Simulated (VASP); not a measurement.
# SnTe (F-43m) in VASP: further runs, part 2 of 2

VASP 6.6.1. The steps go on from the part before.

## 4. Single point, LDA (volume scaled by 1.02)

INCAR

```
SYSTEM = SnTe
  ALGO = Normal
  EDIFF = 1E-6
  ENCUT = 520
  GGA = CA
  ISIF = 2
  ISMEAR = -1
  LASPH = .TRUE.
  LCHARG = .TRUE.
  LELF = .TRUE.
  LREAL = .FALSE.
  LVHAR = .TRUE.
  LWAVE = .FALSE.
  NBANDS = 17
  NELM = 80
  PREC = Accurate
  SIGMA = 0.05
```

KPOINTS

```
k-points
0
G
  7 7 7
  0 0 0
```

POSCAR

```
SnTe
1.0
    0.0000000000      3.6350615711      3.6350615711
    3.6350615711      0.0000000000      3.6350615711
    3.6350615711      3.6350615711      0.0000000000
Te Sn
1 1
Direct
    0.2500000000      0.2500000000      0.2500000000
    0.0000000000      0.0000000000      0.0000000000
```

Potentials or basis: VASP PAW LDA potentials, release 64 (Te, Sn_d).

The run is started by

```
cat potpaw_LDA.64/Te/POTCAR potpaw_LDA.64/Sn_d/POTCAR > POTCAR
mpirun -np 1 vasp_std > vasp.out
```

OUTCAR:

```text
SYSTEM = SnTe
   EDIFF = 1E-6
   ENCUT = 520
   GGA = CA
   ISIF = 2
   ISMEAR = -1
   LASPH = .TRUE.
   LREAL = .FALSE.
   NELM = 80
   PREC = Accurate

 ion  position               nearest neighbor table
   1  0.250  0.250  0.250-   2 3.15   2 3.15   2 3.15   2 3.15
   2  0.000  0.000  0.000-   1 3.15   1 3.15   1 3.15   1 3.15

  LATTYP: Found a face centered cubic cell.
 ALAT       =     7.2701231422

  Lattice vectors:

 A1 = (   0.0000000000,   3.6350615711,   3.6350615711)
 A2 = (   3.6350615711,   0.0000000000,   3.6350615711)
 A3 = (   3.6350615711,   3.6350615711,   0.0000000000)

Analysis of symmetry for initial positions (statically):
=====================================================================
 Subroutine PRICEL returns:
 Original cell was already a primitive cell.

 Routine SETGRP: Setting up the symmetry group for a
 face centered cubic supercell.

 Subroutine GETGRP returns: Found 24 space group operations
 (whereof 24 operations were pure point group operations)
 out of a pool of 48 trial point group operations.

[... 153 lines left out ...]
  free energy    TOTEN  =        -7.96799185 eV

  energy without entropy =       -7.96643235  energy(sigma->0) =       -7.96721210

 E-fermi :   2.7183     XC(G=0):  -7.7301

 val. band max:        2.5334088589   @ k =  -0.2857   0.4286   0.1429
 cond. band min:       2.8275192604   @ k =   0.4286   0.4286   0.0000
 fundamental gap:      0.2941104015
 Fermi energy:         2.7182621586

 k-point     1 :       0.0000    0.0000    0.0000
  band No.  band energies     occupation
      1     -18.9494      2.00000
      2     -18.9494      2.00000
      3     -18.9494      2.00000
      4     -18.9402      2.00000
      5     -18.9402      2.00000
      6      -8.7063      2.00000
[... 377 lines left out ...]
      4     -18.9404      2.00000
      5     -18.9398      2.00000
      6      -8.0007      2.00000
[... 9 lines left out ...]
     16       9.9743      0.00000
     17      11.2923      0.00000

------------------------ aborting loop because EDIFF is reached ----------------------------------------

  FORCE on cell =-STRESS in cart. coord.  units (eV):
  Direction    XX          YY          ZZ          XY          YZ          ZX
  --------------------------------------------------------------------------------------
  -------------------------------------------------------------------------------------
  Total       -1.5320617     -1.5320617     -1.5320617      0.0000000      0.0000000      0.0000000
  in kB      -25.5518023    -25.5518023    -25.5518023      0.0000000      0.0000000      0.0000000
  external PRESSURE =     -25.5518023 kB  Pullay stress =       0.0000000 kB

 VOLUME and BASIS-vectors are now :
 -----------------------------------------------------------------------------
  energy-cutoff  :      520.00
  volume of cell :       96.07
      direct lattice vectors                 reciprocal lattice vectors
     0.000000000  3.635061571  3.635061571    -0.137549252  0.137549252  0.137549252
     3.635061571  0.000000000  3.635061571     0.137549252 -0.137549252  0.137549252
     3.635061571  3.635061571  0.000000000     0.137549252  0.137549252 -0.137549252

 POSITION                                       TOTAL-FORCE (eV/Angst)
 -----------------------------------------------------------------------------------
      1.81753      1.81753      1.81753        -0.000000     -0.000000     -0.000000
      0.00000      0.00000      0.00000         0.000000      0.000000      0.000000
 -----------------------------------------------------------------------------------
    total drift:                               -0.000000     -0.000000     -0.000000

  FREE ENERGIE OF THE ION-ELECTRON SYSTEM (eV)
  ---------------------------------------------------
  free  energy   TOTEN  =        -7.9679918452 eV

  energy  without entropy=       -7.9664323495  energy(sigma->0) =       -7.96721210
```

OSZICAR:

```text
N       E                     dE             d eps       ncg     rms          rms(c)
DAV:   1     0.120275187113E+03    0.12028E+03   -0.91339E+03   681   0.117E+03
DAV:   2     0.433299773328E+01   -0.11594E+03   -0.11322E+03   729   0.292E+02
DAV:   3    -0.772599434914E+01   -0.12059E+02   -0.12000E+02   801   0.902E+01
DAV:   4    -0.811883146502E+01   -0.39284E+00   -0.39265E+00   842   0.173E+01
DAV:   5    -0.813726903483E+01   -0.18438E-01   -0.18437E-01   963   0.354E+00    0.409E+00
DAV:   6    -0.797820269596E+01    0.15907E+00   -0.42193E-01   872   0.304E+00    0.271E+00
DAV:   7    -0.797000613900E+01    0.81966E-02   -0.68803E-02   731   0.983E-01    0.108E+00
DAV:   8    -0.796806007052E+01    0.19461E-02   -0.79949E-03   826   0.616E-01    0.206E-01
DAV:   9    -0.796794160112E+01    0.11847E-03   -0.20687E-03   863   0.251E-01    0.500E-02
DAV:  10    -0.796796361469E+01   -0.22014E-04   -0.23852E-04   766   0.774E-02    0.310E-02
DAV:  11    -0.796799212242E+01   -0.28508E-04   -0.36921E-05   731   0.298E-02    0.171E-02
DAV:  12    -0.796799184524E+01    0.27718E-06   -0.35275E-06   786   0.118E-02
   1 F= -.79679918E+01 E0= -.79672121E+01  d E =-.155950E-02
```

Run time: 29 s. Hardware: 1 thread of Intel Xeon 6975P-C, shared host; peak memory 0.21 GiB.

What came out:

- Free energy: -7.9680 eV
- Pressure: -2.6 GPa
- Band gap on the k mesh: 0.29 eV, indirect (least direct gap 0.77 eV)

Caveat: spin-orbit coupling is left out, which moves the levels of the heavy elements. A k mesh can miss the band edges.

## 5. Single point, LDA (volume scaled by 1.04)

INCAR

```
PREC = Accurate
ENCUT = 520
EDIFF = 1E-6
ISMEAR = -1
SIGMA = 0.05
LREAL = F
LASPH = T
NELM = 80
ALGO = Normal
ISIF = 2
LWAVE = F
LCHARG = F
GGA = CA
NBANDS = 17
```

KPOINTS

```
Automatic mesh
0
Gamma
  7 7 7
```

POSCAR

```
SnTe
1.0
    0.0000000000      3.6586665285      3.6586665285
    3.6586665285      0.0000000000      3.6586665285
    3.6586665285      3.6586665285      0.0000000000
Te Sn
1 1
Direct
    0.2500000000      0.2500000000      0.2500000000
    0.0000000000      0.0000000000      0.0000000000
```

The run is started by

```
cat potpaw_LDA.64/Te/POTCAR potpaw_LDA.64/Sn_d/POTCAR > POTCAR
mpirun -np 1 vasp_std > vasp.out
```

Wall time 27 s (1 thread of Intel Xeon 6975P-C, shared host); peak memory 0.21 GiB.

The run converged. Its results:

| Item | Value |
| --- | --- |
| Free energy | -7.9362 eV |
| Pressure | -2.9 GPa |
| Band gap on the k mesh | 0.33 eV, indirect (least direct gap 0.79 eV) |

Levels at points of the mesh, in eV from the valence-band top:
| k point | band 6 | band 7 | band 8 | band 9 | band 10 | band 11 | band 12 | band 13 | band 14 | band 15 |
| --- | --- | --- | --- | --- | --- | --- | --- | --- | --- | --- |
| (0.00, 0.00, 0.00) | -11.13 | -5.16 | -1.58 | -1.58 | -1.58 | 1.23 | 1.23 | 1.23 | 4.12 | 6.67 |

Caveat: spin-orbit coupling is left out, which moves the levels of the heavy elements.

## 6. The runs side by side

```tsv
cell	gap on the mesh (eV)	pressure (GPa)
a = 5.038 Å, angles 60.0°, 2 atoms	0.16	-1.3
a = 5.107 Å, angles 60.0°, 2 atoms	0.25	-2.2
a = 5.141 Å, angles 60.0°, 2 atoms	0.29	-2.6
a = 5.174 Å, angles 60.0°, 2 atoms	0.33	-2.9
```

Alike in all rows: task single point; level LDA; potentials or basis VASP PAW LDA potentials, release 64 (Te, Sn_d); no spin polarisation; k mesh 7 × 7 × 7; cutoff (eV) 520; smearing fermi-dirac 0.05 eV.

Caveats: spin-orbit coupling is left out, which moves the levels of the heavy elements.

Total energies depend on the potentials used, so only differences within one code and one set of settings carry meaning.
